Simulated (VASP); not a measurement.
# InPd (Fm-3m) in VASP: settings compared

Aim: see how the results for InPd move with the level of theory and the settings. Levels: PBE-based screened hybrid with 25 % exact exchange, B3LYP. Tasks: single point.

All numbers are computed with VASP 6.6.1; they aren't measurements. Logs are shortened: lines on timing, memory, paths and dates and some standing lists are left out, and cuts for length are marked.

### 1 The cell of the first run

Symmetry: Fm-3m, No. 225, cubic system. Conventional cell: a = 5.419 Å, b = 5.419 Å, c = 5.419 Å, α = 90.00°, β = 90.00°, γ = 90.00°. In (site symmetry m-3m) has 6 Pd at 2.71 Å within 3.6 Å. Within 3.6 Å of Pd (site symmetry m-3m) lie 6 In at 2.71 Å.

### 2 Single point, PBE-based screened hybrid with 25 % exact exchange

Contents of POSCAR:

```
InPd
1.0
    0.0000000000      2.7095381045      2.7095381045
    2.7095381045      0.0000000000      2.7095381045
    2.7095381045      2.7095381045      0.0000000000
In Pd
1 1
Direct
    0.0000000000      0.0000000000      0.0000000000
    0.5000000000      0.5000000000      0.5000000000
```

Contents of INCAR.step1:

```
  PREC = Accurate
  ENCUT = 520
  EDIFF = 1E-5
  ISMEAR = -1
  SIGMA = 0.05
  LREAL = F
  LASPH = T
  NELM = 100
  ALGO = Normal
  ISIF = 2
  LWAVE = T
  LCHARG = F
  GGA = PE
  NBANDS = 18
```

Contents of INCAR.step2:

```
  PREC = Accurate
  ENCUT = 520
  EDIFF = 1E-6
  ISMEAR = -1
  SIGMA = 0.05
  LREAL = F
  LASPH = T
  NELM = 100
  ALGO = Normal
  ISIF = 2
  LWAVE = F
  LCHARG = F
  GGA = PE
  LHFCALC = T
  AEXX = 0.25
  HFSCREEN = 0.3
  PRECFOCK = Normal
  ISTART = 1
  NBANDS = 18
```

Contents of KPOINTS:

```
regular mesh
0
Gamma
  4 4 4
```

Potentials or basis: VASP PAW PBE potentials, release 64 (In_d, Pd).

The run is started by

```bash
$ cat potpaw_PBE.64/In_d/POTCAR potpaw_PBE.64/Pd/POTCAR > POTCAR
$ cp INCAR.step1 INCAR
$ mpirun -np 1 vasp_std > vasp.out
$ cp INCAR.step2 INCAR
$ mpirun -np 1 vasp_std > vasp.out
```

OUTCAR:

```text
PREC = Accurate
   ENCUT = 520
   EDIFF = 1E-6
   ISMEAR = -1
   LREAL = F
   LASPH = T
   NELM = 100
   ISIF = 2
   GGA = PE
   LHFCALC = T
   AEXX = 0.25
   HFSCREEN = 0.3
   PRECFOCK = Normal
   ISTART = 1

 ion  position               nearest neighbor table
   1  0.000  0.000  0.000-   2 2.71   2 2.71   2 2.71   2 2.71   2 2.71   2 2.71
   2  0.500  0.500  0.500-   1 2.71   1 2.71   1 2.71   1 2.71   1 2.71   1 2.71

  LATTYP: Found a face centered cubic cell.
 ALAT       =     5.4190762090

  Lattice vectors:

 A1 = (   0.0000000000,   2.7095381045,   2.7095381045)
 A2 = (   2.7095381045,   0.0000000000,   2.7095381045)
 A3 = (   2.7095381045,   2.7095381045,   0.0000000000)

Analysis of symmetry for initial positions (statically):
=====================================================================
 Subroutine PRICEL returns:
 Original cell was already a primitive cell.

 Routine SETGRP: Setting up the symmetry group for a
 face centered cubic supercell.

 Subroutine GETGRP returns: Found 48 space group operations
 (whereof 48 operations were pure point group operations)
 out of a pool of 48 trial point group operations.

The static configuration has the point symmetry O_h .

Analysis of symmetry for dynamics (positions and initial velocities):
=====================================================================
 Subroutine PRICEL returns:
 Original cell was already a primitive cell.

 Routine SETGRP: Setting up the symmetry group for a
 face centered cubic supercell.

 Subroutine GETGRP returns: Found 48 space group operations
 (whereof 48 operations were pure point group operations)
 out of a pool of 48 trial point group operations.

The dynamic configuration has the point symmetry O_h .

 Subroutine INISYM returns: Found 48 space group operations
 (whereof 48 operations are pure point group operations),
 and found     1 'primitive' translations

----------------------------------------------------------------------------------------

                                     Primitive cell

  volume of cell :      39.7847

  direct lattice vectors                    reciprocal lattice vectors
     0.000000000  2.709538104  2.709538104    -0.184533297  0.184533297  0.184533297
     2.709538104  0.000000000  2.709538104     0.184533297 -0.184533297  0.184533297
     2.709538104  2.709538104  0.000000000     0.184533297  0.184533297 -0.184533297

  length of vectors
     3.831865535  3.831865535  3.831865535     0.319621046  0.319621046  0.319621046

  position of ions in fractional coordinates (direct lattice)
     0.000000000  0.000000000  0.000000000
     0.500000000  0.500000000  0.500000000

  ion indices of the primitive-cell ions
   primitive index   ion index
                 1           1
                 2           2

----------------------------------------------------------------------------------------

 KPOINTS: regular mesh

Automatic generation of k-mesh.
 Grid dimensions read from file:
 generate k-points for:    4    4    4

 Generating k-lattice:

  Cartesian coordinates                     Fractional coordinates (reciprocal lattice)
    -0.046133324  0.046133324  0.046133324     0.250000000  0.000000000  0.000000000
     0.046133324 -0.046133324  0.046133324     0.000000000  0.250000000  0.000000000
     0.046133324  0.046133324 -0.046133324     0.000000000  0.000000000  0.250000000

  Length of vectors
     0.079905262  0.079905262  0.079905262

  Shift w.r.t. Gamma in fractional coordinates (k-lattice)
     0.000000000  0.000000000  0.000000000

 Subroutine IBZKPT returns following result:
 ===========================================

 Found      8 irreducible k-points:

 Following reciprocal coordinates:
            Coordinates               Weight
  0.000000  0.000000  0.000000      1.000000
  0.250000  0.000000  0.000000      8.000000
  0.500000  0.000000  0.000000      4.000000
  0.250000  0.250000  0.000000      6.000000
  0.500000  0.250000  0.000000     24.000000
 -0.250000  0.250000  0.000000     12.000000
  0.500000  0.500000  0.000000      3.000000
 -0.250000  0.500000  0.250000      6.000000
   k-points           NKPTS =      8   k-points in BZ     NKDIM =     64   number of bands    NBANDS=     18
   number of dos      NEDOS =    301   number of ions     NIONS =      2
   total plane-waves  NPLWV =  21952
   dimension x,y,z NGX =    28 NGY =   28 NGZ =   28
   dimension x,y,z NGXF=    56 NGYF=   56 NGZF=   56
   ions per type =               1   1
   NGX,Y,Z   is equivalent  to a cutoff of  12.15, 12.15, 12.15 a.u.
   NGXF,Y,Z  is equivalent  to a cutoff of  24.30, 24.30, 24.30 a.u.
 SYSTEM =  unknown system
   PREC   = accura    normal or accurate (medium, high low for compatibility)
   ISTART =      1    job   : 0-new  1-cont  2-samecut
   ICHARG =      0    charge: 1-file 2-atom 10-const
   ISPIN  =      1    spin polarized calculation?
   LNONCOLLINEAR =      F non collinear calculations
   LSORBIT =      F    spin-orbit coupling
   LASPH  =      T    aspherical Exc in radial PAW
   ENCUT  =  520.0 eV  38.22 Ry    6.18 a.u.   7.12  7.12  7.12*2*pi/ulx,y,z
   NELM   =    100;   NELMIN=  2; NELMDL=  0     # of ELM steps
   EDIFF  = 0.1E-05   stopping-criterion for ELM
   LREAL  =      F    real-space projection
   EDIFFG = 0.1E-04   stopping-criterion for IOM
   NSW    =      0    number of steps for IOM
   IBRION =     -1    ionic relax: 0-MD 1-quasi-New 2-CG
   NFREE  =      0    steps in history (QN), initial steepest desc. (CG)
   ISIF   =      2    stress and relaxation
   ISYM   =      3    0-nonsym 1-usesym 2-fastsym
   POTIM  = 0.5000    time-step for ionic-motion
   TEBEG  =    0.0;   TEEND  =   0.0 temperature during run
   PSTRESS=    0.0 pullay stress
   NELECT =      23.0000    total number of electrons
   NUPDOWN=      -1.0000    fix difference up-down
   EMIN   =  10.00;   EMAX   =-10.00  energy-range for DOS
   EFERMI =   0.00;   METHOD = LEGACY
   ISMEAR =    -1;   SIGMA  =   0.05  broadening in eV -4-tet -1-fermi 0-gaus
   EFERMI_NEDOS =   21; number of points for ismear=-14 and -15
   IALGO  =     38    algorithm
   IMIX   =      1    mixing-type and parameters
     AMIX     =   0.40;   BMIX     =  1.00
     AMIX_MAG =   1.60;   BMIX_MAG =  1.00
  volume/ion in A,a.u.               =      19.89       134.24
  Fermi-wavevector in a.u.,A,eV,Ry     =   1.363784  2.577178 25.305559  1.859906
  Thomas-Fermi vector in A             =   2.490157
   LORBIT       =      0    0 simple, 1 ext, 2 COOP (PROOUT), +10 PAW based schemes
   GGA     = PE    functional components
   LHFCALC =     T    Hartree Fock is set to
   PRECFOCK=normal    Normal, Fast or Accurate (Low or Medium for compatibility)
   ENCUT4O =  -1.0   cutoff for four orbital integrals eV
   NKREDX  =     1    reduce k-point grid by
   NKREDY  =     1    reduce k-point grid by
   NKREDZ  =     1    reduce k-point grid by
   AEXX    =    0.2500 exact exchange contribution
   HFSCREEN=    0.3000 screening length (either q_TF or 0.3 A-1)
   HFSCREENC=   0.3000 screening length for correlation (either q_TF or 0.3 A-1)
   ENCUTFOCK=  -1.0 apply spherical cutoff to Coloumb kernel
   IVDW    =     0    specifies the selected vdW correction
   LEPSILON=     F    determine dielectric tensor
   LRPA    =     F    only Hartree local field effects (RPA)
 non-spin polarized calculation
  energy-cutoff  :      520.00
  volume of cell :       39.78
 maximum number of plane-waves:      1090
  NGX = 24; NGY = 24; NGZ = 24

 number of electron      23.0000013 magnetization

 Free energy of the ion-electron system (eV)
  ---------------------------------------------------
  ext. energy  EPLUGINS =         0.00000000
  ---------------------------------------------------
  free energy    TOTEN  =        -9.41209630 eV

  energy without entropy =       -9.40362207  energy(sigma->0) =       -9.40785918

 E-fermi :   8.1790     XC(G=0):  -9.5346

 val. band max:        8.0984786915   @ k =  -0.2500   0.5000   0.2500
 cond. band min:       8.6469249832   @ k =   0.5000   0.5000   0.0000
 fundamental gap:      0.5484462918
 Fermi energy:         8.1789857493

 k-point     1 :       0.0000    0.0000    0.0000
  band No.  band energies     occupation
      1      -7.9770      2.00000
      2      -7.9770      2.00000
      3      -7.8828      2.00000
      4      -7.8828      2.00000
      5      -7.8828      2.00000
      6      -1.3676      2.00000
[... 10 lines left out ...]
     17      21.4669      0.00000
     18      21.4669      0.00000

 k-point     2 :       0.2500    0.0000    0.0000
  band No.  band energies     occupation
      1      -7.9313      2.00000
      2      -7.9313      2.00000
      3      -7.8691      2.00000
      4      -7.8267      2.00000
      5      -7.8267      2.00000
      6      -0.1868      2.00000
[... 10 lines left out ...]
     17      19.3795      0.00000
     18      20.0884      0.00000

 k-point     3 :       0.5000    0.0000    0.0000
  band No.  band energies     occupation
      1      -7.8960      2.00000
      2      -7.8960      2.00000
      3      -7.8564      2.00000
      4      -7.7574      2.00000
      5      -7.7574      2.00000
      6       2.7321      2.00000
[... 10 lines left out ...]
     17      17.0753      0.00000
     18      20.0743      0.00000

 k-point     4 :       0.2500    0.2500    0.0000
  band No.  band energies     occupation
      1      -7.9418      2.00000
      2      -7.9301      2.00000
      3      -7.9228      2.00000
      4      -7.7949      2.00000
      5      -7.7949      2.00000
      6       0.1190      2.00000
[... 10 lines left out ...]
     17      22.7685      0.00000
     18      22.7685      0.00000

 k-point     5 :       0.5000    0.2500    0.0000
  band No.  band energies     occupation
      1      -7.9408      2.00000
      2      -7.8932      2.00000
      3      -7.8822      2.00000
      4      -7.7720      2.00000
      5      -7.7471      2.00000
      6       1.8252      2.00000
[... 10 lines left out ...]
     17      21.9234      0.00000
     18      22.0279      0.00000

 k-point     6 :      -0.2500    0.2500    0.0000
  band No.  band energies     occupation
      1      -7.9414      2.00000
      2      -7.8696      2.00000
      3      -7.8384      2.00000
      4      -7.7958      2.00000
      5      -7.7924      2.00000
      6       1.5069      2.00000
[... 10 lines left out ...]
     17      20.3499      0.00000
     18      22.2985      0.00000

 k-point     7 :       0.5000    0.5000    0.0000
  band No.  band energies     occupation
      1      -7.9933      2.00000
      2      -7.9632      2.00000
      3      -7.9067      2.00000
      4      -7.7198      2.00000
      5      -7.7198      2.00000
      6       1.4981      2.00000
[... 10 lines left out ...]
     17      24.7273      0.00000
     18      26.2307      0.00000

 k-point     8 :      -0.2500    0.5000    0.2500
  band No.  band energies     occupation
      1      -7.9706      2.00000
      2      -7.8698      2.00000
      3      -7.8365      2.00000
      4      -7.8365      2.00000
      5      -7.7197      2.00000
      6       2.0460      2.00000
[... 10 lines left out ...]
     17      20.3163      0.00000
     18      20.3163      0.00000

------------------------ aborting loop because EDIFF is reached ----------------------------------------

  FORCE on cell =-STRESS in cart. coord.  units (eV):
  Direction    XX          YY          ZZ          XY          YZ          ZX
  --------------------------------------------------------------------------------------
  -------------------------------------------------------------------------------------
  Total        0.0617777      0.0617777      0.0617777      0.0000000     -0.0000000      0.0000000
  in kB        2.4878632      2.4878632      2.4878632      0.0000000     -0.0000000      0.0000000
  external PRESSURE =       2.4878632 kB  Pullay stress =       0.0000000 kB

 VOLUME and BASIS-vectors are now :
 -----------------------------------------------------------------------------
  energy-cutoff  :      520.00
  volume of cell :       39.78
      direct lattice vectors                 reciprocal lattice vectors
     0.000000000  2.709538104  2.709538104    -0.184533297  0.184533297  0.184533297
     2.709538104  0.000000000  2.709538104     0.184533297 -0.184533297  0.184533297
     2.709538104  2.709538104  0.000000000     0.184533297  0.184533297 -0.184533297

 POSITION                                       TOTAL-FORCE (eV/Angst)
 -----------------------------------------------------------------------------------
      0.00000      0.00000      0.00000         0.000000      0.000000      0.000000
      2.70954      2.70954      2.70954        -0.000000     -0.000000     -0.000000
 -----------------------------------------------------------------------------------
    total drift:                                0.000003     -0.000001     -0.000002

  FREE ENERGIE OF THE ION-ELECTRON SYSTEM (eV)
  ---------------------------------------------------
  free  energy   TOTEN  =        -9.4120962984 eV

  energy  without entropy=       -9.4036220714  energy(sigma->0) =       -9.40785918
```

It took 39 min on 1 thread of AMD EPYC, shared host; peak memory 0.26 GiB.

What came out:

```yaml
Free_energy: -9.4121 eV
Pressure: 0.2 GPa
Band_gap_on_the_k_mesh: zero (an odd number of electrons rules out a gap without spin polarisation)
```

Caveat: the k points lie up to 0.50 Å⁻¹ apart, too coarse for converged energies and pressures of a metal; the PAW data sets were made with another functional, which shifts forces and pressure a little; spin-orbit coupling is left out, which moves the levels of the heavy elements.

[end of part 1 of 2]

The gap in the log of VASP goes by the Fermi energy; the results here count the filled bands.